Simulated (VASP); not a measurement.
Input of a VASP 6.6.1 run:

File INCAR:

```
SYSTEM = Pt
PREC     = Accurate       ! precision mode
ENCUT    = 520            ! plane-wave cutoff, eV
EDIFF    = 1E-7           ! SCF threshold, eV
ISMEAR   = -1             ! smearing method
SIGMA    = 0.05           ! smearing width, eV
LREAL    = .False.        ! projectors in reciprocal space
LASPH    = .True.         ! aspherical terms in the spheres
NELM     = 60             ! most SCF steps
ALGO     = Normal         ! electronic algorithm
ISIF     = 2              ! what is computed and relaxed
LWAVE    = .False.        ! write WAVECAR
LCHARG   = .False.        ! write CHGCAR
GGA      = CA             ! functional
NBANDS   = 11             ! bands
```

KPOINTS

```
regular mesh
0
Gamma
  20 20 20
  0 0 0
```

File POSCAR:

```
Pt
1.0
    2.7533349743      0.0000000000      0.0000000000
    1.3766674871      2.3844580328      0.0000000000
    1.3766674871      0.7948193443      2.2480885926
Pt
1
Direct
    0.0000000000      0.0000000000      0.0000000000
```

Potentials or basis: VASP PAW LDA potentials, release 64 (Pt).

Command:

```bash
$ cat potpaw_LDA.64/Pt/POTCAR > POTCAR
$ mpirun -np 1 vasp_std > vasp.out
```

Problem. Estimate the band gap on the k mesh.

Solution. Zero (band 5 reaches 12.08 eV, above the bottom of band 6 at 9.76 eV).

Problem. Estimate the pressure.

Solution. 0.8 GPa.

Caveat: spin-orbit coupling is left out, which moves the levels of the heavy elements.
